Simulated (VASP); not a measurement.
# HC19O in VASP: further runs

Runs on HC19O. Level: PBE+D3(BJ). Tasks: single point.

Program: VASP 6.6.1. These are calculated values, not measurements. Logs are shortened: lines on timing, memory, paths and dates and some standing lists are left out, and cuts for length are marked.

**1. The cell of the first run**

The cell holds a slab with vacuum, 21 atoms: a = 7.398 Å, b = 7.398 Å, c = 13.000 Å, α = 90.00°, β = 90.00°, γ = 120.00°.

**2. Single point, PBE+D3(BJ), collinear spin, zero start**

File INCAR:

```
SYSTEM = HC19O
  PREC = Accurate
  ENCUT = 520
  EDIFF = 1E-6
  ISMEAR = 0
  SIGMA = 0.02
  LREAL = Auto
  LASPH = .True.
  NELM = 150
  ALGO = Normal
  ISIF = 2
  LWAVE = .False.
  LCHARG = .False.
  ISPIN = 2
  MAGMOM = 0 0 0 0 0 0 0 0 0 0 0 0 0 0 0 0 0 0 0 0 0
  LORBIT = 11
  GGA = PE
  IVDW = 12
  NBANDS = 62
```

File KPOINTS:

```
regular mesh
0
Gamma
  2 2 1
  0 0 0
```

File POSCAR:

```
HC19O
1.0
    7.3980000000      0.0000000000      0.0000000000
   -3.6990000000      6.4068560000      0.0000000000
    0.0000000000      0.0000000000     13.0000000000
C H O
19 1 1
Direct
    0.0008768117     -0.0002953087      0.0723324615
    0.2235226623      0.1115522184      0.0716031538
    0.0012086338      0.3336043451      0.0729229231
    0.2236223139      0.4434630652      0.0718860769
   -0.0029193160      0.6646206813      0.0728902308
    0.2222703846      0.7772055436      0.0892440000
    0.3355138920      0.0033038045      0.0741755385
    0.5560684263      0.1116310402      0.0730510000
    0.3347237909      0.3332313072      0.0698426923
    0.5564000502      0.4442645504      0.0694310769
    0.3364345110      0.6641699142      0.0748305385
    0.5572844598      0.7770695954      0.0731372308
    0.6675105679     -0.0000742954      0.0742036923
    0.8898530322      0.1111023878      0.0731330769
    0.6673081016      0.3334840053      0.0701966923
    0.8892461103      0.4446714582      0.0716937692
    0.6675763982      0.6660630425      0.0699350000
    0.8893110535      0.7770589818      0.0711988462
    0.2487631561      0.7633438304      0.2228683846
    0.3978051155      0.9015788711      0.2459303846
    0.1217543824      0.6307891109      0.2762630769
```

Potentials or basis: VASP PAW PBE potentials, release 64 (C, H, O).

On the command line:

```sh
$ cat potpaw_PBE.64/C/POTCAR potpaw_PBE.64/H/POTCAR potpaw_PBE.64/O/POTCAR > POTCAR
$ mpirun -np 1 vasp_std > vasp.out
```

OUTCAR:

```text
SYSTEM = HC19O
   PREC = Accurate
   ENCUT = 520
   EDIFF = 1E-6
   ISMEAR = 0
   LREAL = Auto
   LASPH = .True.
   NELM = 150
   ISIF = 2
   ISPIN = 2
   LORBIT = 11
   GGA = PE
   IVDW = 12
 IVDW          = 12

 ion  position               nearest neighbor table
   1  0.001  1.000  0.072-  14 1.43   2 1.43  18 1.43
   2  0.224  0.112  0.072-   7 1.41   9 1.42   1 1.43
   3  0.001  0.334  0.073-   4 1.43  14 1.43  16 1.43
   4  0.224  0.443  0.072-  11 1.41   9 1.42   3 1.43
   5  0.997  0.665  0.073-  16 1.41  18 1.41   6 1.46
   6  0.222  0.777  0.089-   5 1.46   7 1.46  11 1.47  19 1.76
   7  0.336  0.003  0.074-   2 1.41   8 1.41   6 1.46
   8  0.556  0.112  0.073-   7 1.41  15 1.42  13 1.43
   9  0.335  0.333  0.070-   4 1.42  10 1.42   2 1.42
  10  0.556  0.444  0.069-   9 1.42  15 1.42  17 1.42
  11  0.336  0.664  0.075-   4 1.41  12 1.42   6 1.47
  12  0.557  0.777  0.073-  11 1.42  17 1.42  13 1.43
  13  0.668  1.000  0.074-  14 1.42  12 1.43   8 1.43
  14  0.890  0.111  0.073-  13 1.42   1 1.43   3 1.43
  15  0.667  0.333  0.070-  10 1.42   8 1.42  16 1.42
  16  0.889  0.445  0.072-   5 1.41  15 1.42   3 1.43
  17  0.668  0.666  0.070-  12 1.42  18 1.42  10 1.42
  18  0.889  0.777  0.071-   5 1.41  17 1.42   1 1.43
  19  0.249  0.763  0.223-  20 1.11  21 1.19   6 1.76
  20  0.398  0.902  0.246-  19 1.11
  21  0.122  0.631  0.276-  19 1.19

  LATTYP: Found a hexagonal cell.
 ALAT       =     7.3980000000
 C/A-ratio  =     1.7572316842

  Lattice vectors:

 A1 = (   7.3980000000,   0.0000000000,   0.0000000000)
 A2 = (  -3.6990000000,   6.4068560000,   0.0000000000)
 A3 = (   0.0000000000,   0.0000000000,  13.0000000000)

Analysis of symmetry for initial positions (statically):
=====================================================================
 Subroutine PRICEL returns:
 Original cell was already a primitive cell.

 Routine SETGRP: Setting up the symmetry group for a
 hexagonal supercell.

 Subroutine GETGRP returns: Found  1 space group operations
 (whereof  1 operations were pure point group operations)
 out of a pool of 24 trial point group operations.

The static configuration has the point symmetry C_1 .

Analysis of symmetry for dynamics (positions and initial velocities):
=====================================================================
 Subroutine PRICEL returns:
 Original cell was already a primitive cell.

 Routine SETGRP: Setting up the symmetry group for a
 hexagonal supercell.

 Subroutine GETGRP returns: Found  1 space group operations
 (whereof  1 operations were pure point group operations)
 out of a pool of 24 trial point group operations.

The dynamic configuration has the point symmetry C_1 .

Analysis of structural, dynamic, and magnetic symmetry:
=====================================================================
 Subroutine PRICEL returns:
 Original cell was already a primitive cell.

 Routine SETGRP: Setting up the symmetry group for a
 hexagonal supercell.

 Subroutine GETGRP returns: Found  1 space group operations
 (whereof  1 operations were pure point group operations)
 out of a pool of 24 trial point group operations.

The overall configuration has the point symmetry C_1 .

 Subroutine INISYM returns: Found  1 space group operations
 (whereof  1 operations are pure point group operations),
 and found     1 'primitive' translations

----------------------------------------------------------------------------------------

                                     Primitive cell

  volume of cell :     616.1730

  direct lattice vectors                    reciprocal lattice vectors
     7.398000000  0.000000000  0.000000000     0.135171668  0.078041398  0.000000000
    -3.699000000  6.406856000  0.000000000     0.000000000  0.156082796  0.000000000
     0.000000000  0.000000000 13.000000000     0.000000000  0.000000000  0.076923077

  length of vectors
     7.398000000  7.398000054 13.000000000     0.156082797  0.156082796  0.076923077

  position of ions in fractional coordinates (direct lattice)
     0.000876812  0.999704691  0.072332461
     0.223522662  0.111552218  0.071603154
     0.001208634  0.333604345  0.072922923
     0.223622314  0.443463065  0.071886077
[... 79 lines left out ...]
   ions per type =              19   1   1
   NGX,Y,Z   is equivalent  to a cutoff of  12.58, 12.58, 12.53 a.u.
   NGXF,Y,Z  is equivalent  to a cutoff of  25.17, 25.17, 25.06 a.u.
 SYSTEM =  HC19O
   PREC   = accura    normal or accurate (medium, high low for compatibility)
   ISTART =      0    job   : 0-new  1-cont  2-samecut
   ICHARG =      2    charge: 1-file 2-atom 10-const
   ISPIN  =      2    spin polarized calculation?
   LNONCOLLINEAR =      F non collinear calculations
   LSORBIT =      F    spin-orbit coupling
   LASPH  =      T    aspherical Exc in radial PAW
   ENCUT  =  520.0 eV  38.22 Ry    6.18 a.u.  13.76 13.76 24.17*2*pi/ulx,y,z
   NELM   =    150;   NELMIN=  2; NELMDL= -5     # of ELM steps
   EDIFF  = 0.1E-05   stopping-criterion for ELM
   LREAL  =      T    real-space projection
   EDIFFG = 0.1E-04   stopping-criterion for IOM
   NSW    =      0    number of steps for IOM
   IBRION =     -1    ionic relax: 0-MD 1-quasi-New 2-CG
   NFREE  =      0    steps in history (QN), initial steepest desc. (CG)
   ISIF   =      2    stress and relaxation
   ISYM   =      2    0-nonsym 1-usesym 2-fastsym
   POTIM  = 0.5000    time-step for ionic-motion
   TEBEG  =    0.0;   TEEND  =   0.0 temperature during run
   PSTRESS=    0.0 pullay stress
   NELECT =      83.0000    total number of electrons
   NUPDOWN=      -1.0000    fix difference up-down
   EMIN   =  10.00;   EMAX   =-10.00  energy-range for DOS
   EFERMI =   0.00;   METHOD = LEGACY
   ISMEAR =     0;   SIGMA  =   0.02  broadening in eV -4-tet -1-fermi 0-gaus
   EFERMI_NEDOS =   21; number of points for ismear=-14 and -15
   IALGO  =     38    algorithm
   IMIX   =      4    mixing-type and parameters
     AMIX     =   0.40;   BMIX     =  1.00
     AMIX_MAG =   1.60;   BMIX_MAG =  1.00
  volume/ion in A,a.u.               =      29.34       198.01
  Fermi-wavevector in a.u.,A,eV,Ry     =   0.839202  1.585862  9.582045  0.704260
  Thomas-Fermi vector in A             =   1.953382
   LORBIT       =     11    0 simple, 1 ext, 2 COOP (PROOUT), +10 PAW based schemes
   GGA     = PE    functional components
   LHFCALC =     F    Hartree Fock is set to
   AEXX    =    0.0000 exact exchange contribution
   IVDW    =    12    specifies the selected vdW correction
   LEPSILON=     F    determine dielectric tensor
   LRPA    =     F    only Hartree local field effects (RPA)
 spin polarized calculation
 Gauss-broadening in eV      SIGMA  =   0.02
  energy-cutoff  :      520.00
  volume of cell :      616.17
 maximum number of plane-waves:     16651
 NGX is ok and might be reduce to    56
   NGX = 27   NGY = 27   NGZ = 49

 number of electron      82.9999997 magnetization       0.0000000

 number of electron      82.9999997 magnetization      -0.0000000

 Free energy of the ion-electron system (eV)
  ---------------------------------------------------
  ext. energy  EPLUGINS =         0.00000000
  ---------------------------------------------------
  free energy    TOTEN  =      -182.80548927 eV

  energy without entropy =     -182.80548927  energy(sigma->0) =     -182.80548927

 E-fermi :  -1.5344     XC(G=0):  -3.7569

 val. band max:       -1.6312737956   @ k =   0.0000   0.0000   0.0000
 cond. band min:      -1.4416387581   @ k =   0.0000   0.5000   0.0000
 fundamental gap:      0.1896350374
 Fermi energy:        -1.5344349368

 spin component 1

 k-point     1 :       0.0000    0.0000    0.0000
  band No.  band energies     occupation
      1     -25.4080      1.00000
      2     -21.2684      1.00000
      3     -19.0185      1.00000
      4     -18.7074      1.00000
      5     -18.6538      1.00000
      6     -18.5677      1.00000
[... 213 lines left out ...]
     52       3.4055      0.00000
     53       3.8854      0.00000
 Fermi energy:        -1.5344349368

 spin component 2

 k-point     1 :       0.0000    0.0000    0.0000
  band No.  band energies     occupation
      1     -25.4080      1.00000
      2     -21.2684      1.00000
      3     -19.0185      1.00000
      4     -18.7074      1.00000
      5     -18.6538      1.00000
      6     -18.5677      1.00000
[... 213 lines left out ...]
     52       3.4055      0.00000
     53       3.8854      0.00000
 [bands above 53 left out]

------------------------ aborting loop because EDIFF is reached ----------------------------------------

 Edisp (eV)   -1.85157

 E8    (eV) :    -0.5690

  FORCE on cell =-STRESS in cart. coord.  units (eV):
  Direction    XX          YY          ZZ          XY          YZ          ZX
  --------------------------------------------------------------------------------------
  -------------------------------------------------------------------------------------
  Total       4.08389     3.68658     0.01267    -0.07627    -0.24835     0.14792
  in kB      10.61897     9.58586     0.03294    -0.19832    -0.64577     0.38463
  external pressure =        6.75 kB  Pullay stress =        0.00 kB

 VOLUME and BASIS-vectors are now :
 -----------------------------------------------------------------------------
  energy-cutoff  :      520.00
  volume of cell :      616.17
      direct lattice vectors                 reciprocal lattice vectors
     7.398000000  0.000000000  0.000000000     0.135171668  0.078041398  0.000000000
    -3.699000000  6.406856000  0.000000000     0.000000000  0.156082796  0.000000000
     0.000000000  0.000000000 13.000000000     0.000000000  0.000000000  0.076923077

 POSITION                                       TOTAL-FORCE (eV/Angst)
 -----------------------------------------------------------------------------------
     -3.69142      6.40496      0.94032         0.001852      0.005166      0.002687
      1.24099      0.71470      0.93084        -0.016076     -0.024337     -0.002054
     -1.22506      2.13736      0.94800         0.011137      0.008177      0.003732
      0.01399      2.84120      0.93452        -0.024395     -0.010713     -0.004938
      4.91797      4.25813      0.94757        -0.006125      0.015166     -0.014052
     -1.23053      4.97944      1.16017        -0.030018     -0.007702      0.014407
[... 13 lines left out ...]
     -0.39198      5.77629      3.19709         0.169976     -0.036432     -0.042816
     -1.43255      4.04137      3.59142        -0.308000     -0.431437      0.390852
 -----------------------------------------------------------------------------------
    total drift:                                0.010226     -0.019623     -0.006135

  FREE ENERGIE OF THE ION-ELECTRON SYSTEM (eV)
  ---------------------------------------------------
  free  energy   TOTEN  =      -184.6570638502 eV

  energy  without entropy=     -184.6570638502  energy(sigma->0) =     -184.65706385

 total charge

# of ion       s       p       d       tot
------------------------------------------
    1        0.862   1.778   0.000   2.641
    2        0.861   1.803   0.000   2.664
    3        0.862   1.776   0.000   2.638
    4        0.861   1.805   0.000   2.666
    5        0.863   1.788   0.000   2.652
    6        0.846   1.763   0.000   2.609
[... 13 lines left out ...]
   20        0.619   0.046   0.000   0.665
   21        1.603   3.529   0.000   5.132
--------------------------------------------------
tot         18.633  37.434   0.000  56.067

 magnetization (x)

# of ion       s       p       d       tot
------------------------------------------
    1       -0.000  -0.000   0.000  -0.000
    2        0.000   0.000   0.000   0.000
    3       -0.000   0.000   0.000  -0.000
    4       -0.000  -0.000   0.000  -0.000
    5       -0.000   0.000   0.000   0.000
    6        0.000   0.000   0.000   0.000
[... 13 lines left out ...]
   20        0.000   0.000   0.000   0.000
   21       -0.000  -0.000   0.000  -0.000
--------------------------------------------------
tot         -0.000  -0.000   0.000  -0.000
```

It took 6.3 min on 1 thread of Intel Xeon 6975P-C (Granite Rapids), shared host; peak memory 0.93 GiB.

What came out:

- Free energy: -184.6571 eV
- Largest force: 0.690 eV/Å
- Net moment: 0.00 μB per cell
- Valence electrons inside the program's atomic spheres: C 2.64, 2.66, 2.67, 2.65, 2.61, 2.63, 2.55 (each value once); H 0.67; O 5.13
- Dispersion energy per atom: -0.088 eV

Forces on the atoms (eV/Å):
```
C    0.002  0.005  0.003
C   -0.016 -0.024 -0.002
C    0.011  0.008  0.004
C   -0.024 -0.011 -0.005
C   -0.006  0.015 -0.014
C   -0.030 -0.008  0.014
C   -0.046 -0.008  0.001
C   -0.001  0.019  0.010
C   -0.028 -0.002 -0.001
C    0.013  0.006  0.002
C   -0.010 -0.025 -0.003
C    0.017  0.009  0.002
C    0.001 -0.008  0.005
C   -0.005 -0.009  0.006
C   -0.020  0.009  0.004
C   -0.027  0.005  0.000
C   -0.007 -0.004  0.002
C    0.010 -0.004 -0.002
C    0.306  0.493 -0.374
H    0.170 -0.036 -0.043
O   -0.308 -0.431  0.391
```

Levels at points of the mesh, in eV from the Fermi level:
Spin up:
| k point | band 37 | band 38 | band 39 | band 40 | band 41 | band 42 | band 43 | band 44 | band 45 | band 46 |
| --- | --- | --- | --- | --- | --- | --- | --- | --- | --- | --- |
| (0.00, 0.00, 0.00) | -3.77 | -3.18 | -3.17 | -1.54 | -0.41 | -0.14 | -0.10 | 1.50 | 2.13 | 3.15 |
| (0.50, 0.00, 0.00) | -3.31 | -2.85 | -2.74 | -2.72 | -2.50 | 0.12 | 1.03 | 1.85 | 2.40 | 2.41 |
| (0.00, 0.50, 0.00) | -3.30 | -2.87 | -2.74 | -2.71 | -2.52 | 0.09 | 1.11 | 1.81 | 2.38 | 2.44 |
| (0.50, 0.50, 0.00) | -3.17 | -2.93 | -2.78 | -2.70 | -2.49 | 0.09 | 0.95 | 2.00 | 2.36 | 2.45 |
Spin down:
| k point | band 37 | band 38 | band 39 | band 40 | band 41 | band 42 | band 43 | band 44 | band 45 | band 46 |
| --- | --- | --- | --- | --- | --- | --- | --- | --- | --- | --- |
| (0.00, 0.00, 0.00) | -3.77 | -3.18 | -3.17 | -1.54 | -0.41 | -0.14 | -0.10 | 1.50 | 2.13 | 3.15 |
| (0.50, 0.00, 0.00) | -3.31 | -2.85 | -2.74 | -2.72 | -2.50 | 0.12 | 1.03 | 1.85 | 2.40 | 2.41 |
| (0.00, 0.50, 0.00) | -3.30 | -2.87 | -2.74 | -2.71 | -2.52 | 0.09 | 1.11 | 1.81 | 2.38 | 2.44 |
| (0.50, 0.50, 0.00) | -3.17 | -2.93 | -2.78 | -2.70 | -2.49 | 0.09 | 0.95 | 2.00 | 2.36 | 2.45 |

Caveat: the k points lie up to 0.49 Å⁻¹ apart; there is no dipole correction, which matters where the two faces differ; no moment was typed at the start, so none could form.

**3. Single point, PBE+D3(BJ), collinear spin, zero start**

File INCAR:

```
SYSTEM = HC19O
ALGO = Normal
EDIFF = 1E-6
ENCUT = 520
GGA = PE
ISIF = 2
ISMEAR = 0
ISPIN = 2
IVDW = 12
LASPH = .True.
LCHARG = .False.
LORBIT = 11
LREAL = Auto
LWAVE = .False.
MAGMOM = 0 0 0 0 0 0 0 0 0 0 0 0 0 0 0 0 0 0 0 0 0
NBANDS = 62
NELM = 150
PREC = Accurate
SIGMA = 0.02
```

File KPOINTS:

```
k-points
0
Gamma
  2 2 1
  0 0 0
```

File POSCAR:

```
HC19O
1.0
    7.3980000000      0.0000000000      0.0000000000
   -3.6990000000      6.4068560000      0.0000000000
    0.0000000000      0.0000000000     13.0000000000
C H O
19 1 1
Direct
    0.0014196920      0.0035401139      0.0708550000
    0.2233683887      0.1151887915      0.0707295385
    0.0020489856      0.3367803178      0.0735309231
    0.2224847637      0.4454656075      0.0753520000
   -0.0001653474      0.6701483536      0.0706866923
    0.2211627063      0.7833083809      0.0729251538
    0.3344196975      0.0050586434      0.0716866923
    0.5571102558      0.1148888004      0.0739903077
    0.3344927650      0.3369782308      0.0730632308
    0.5568929005      0.4480553332      0.0732042308
    0.3345319246      0.6702309214      0.0859143846
    0.5599719699      0.7824405605      0.0759423077
    0.6690173383      0.0035691453      0.0743180000
    0.8908568574      0.1146685675      0.0723935385
    0.6681754545      0.3370337963      0.0733012308
    0.8906569021      0.4483248882      0.0730210769
    0.6684145761      0.6703890332      0.0730717692
    0.8901399305      0.7816799691      0.0704758462
    0.3078661289      0.7288247153      0.2224150000
    0.4368360086      0.8901991866      0.2352862308
    0.1810991142      0.6050649492      0.2786066154
```

Potentials or basis: VASP PAW PBE potentials, release 64 (C, H, O).

On the command line:

```sh
$ cat potpaw_PBE.64/C/POTCAR potpaw_PBE.64/H/POTCAR potpaw_PBE.64/O/POTCAR > POTCAR
$ mpirun -np 1 vasp_std > vasp.out
```

Wall time 6.5 min (1 thread of Intel Xeon 6975P-C (Granite Rapids), shared host); peak memory 0.93 GiB.

The run converged. Its results:

```yaml
Free_energy: -184.6630 eV
Largest_force: 0.697 eV/Å
Net_moment: 0.00 μB per cell
Valence_electrons_inside_the_program's_atomic_spheres: C 2.65, 2.66, 2.67, 2.63, 2.64, 2.61, 2.54 (each value once); H 0.66; O 5.13
Dispersion_energy_per_atom: -0.088 eV
```

Forces on the atoms (eV/Å):
```
C   -0.007  0.010 -0.006
C   -0.018 -0.002 -0.008
C   -0.020  0.014  0.003
C   -0.018  0.019  0.018
C   -0.008  0.000 -0.019
C   -0.011  0.003 -0.035
C   -0.016  0.004 -0.016
C    0.003 -0.010  0.003
C   -0.013  0.000  0.009
C   -0.001  0.016  0.013
C   -0.020  0.002  0.027
C   -0.017  0.011  0.015
C   -0.018  0.008  0.002
C   -0.022 -0.003  0.001
C   -0.007  0.012  0.010
C   -0.009  0.009  0.003
C    0.000 -0.003  0.011
C   -0.020 -0.008 -0.005
C    0.356  0.415 -0.431
H    0.051 -0.019 -0.022
O   -0.186 -0.480  0.429
```

Levels at points of the mesh, in eV from the Fermi level:
Spin up:
```
           k point  band 39  band 40  band 41  band 42  band 43  band 44
(0.00, 0.00, 0.00)    -3.24    -1.35    -0.59    -0.21    -0.17     1.52
(0.50, 0.00, 0.00)    -2.81    -2.76    -2.58     0.19     1.15     1.74
(0.00, 0.50, 0.00)    -2.80    -2.79    -2.57     0.25     1.08     1.74
(0.50, 0.50, 0.00)    -2.87    -2.76    -2.56     0.22     0.92     1.89
```
Spin down:
```csv
k point,band 37,band 38,band 39,band 40,band 41,band 42,band 43,band 44,band 45,band 46
"(0.00, 0.00, 0.00)",-4.04,-3.25,-3.24,-1.35,-0.59,-0.21,-0.17,1.52,2.16,3.08
"(0.50, 0.00, 0.00)",-3.39,-3.00,-2.81,-2.76,-2.58,0.19,1.15,1.74,2.31,2.37
"(0.00, 0.50, 0.00)",-3.42,-2.99,-2.80,-2.79,-2.57,0.25,1.08,1.74,2.33,2.34
"(0.50, 0.50, 0.00)",-3.28,-3.05,-2.87,-2.76,-2.56,0.22,0.92,1.89,2.30,2.38
```

Caveat: the k points lie up to 0.49 Å⁻¹ apart; there is no dipole correction, which matters where the two faces differ; no moment was typed at the start, so none could form.
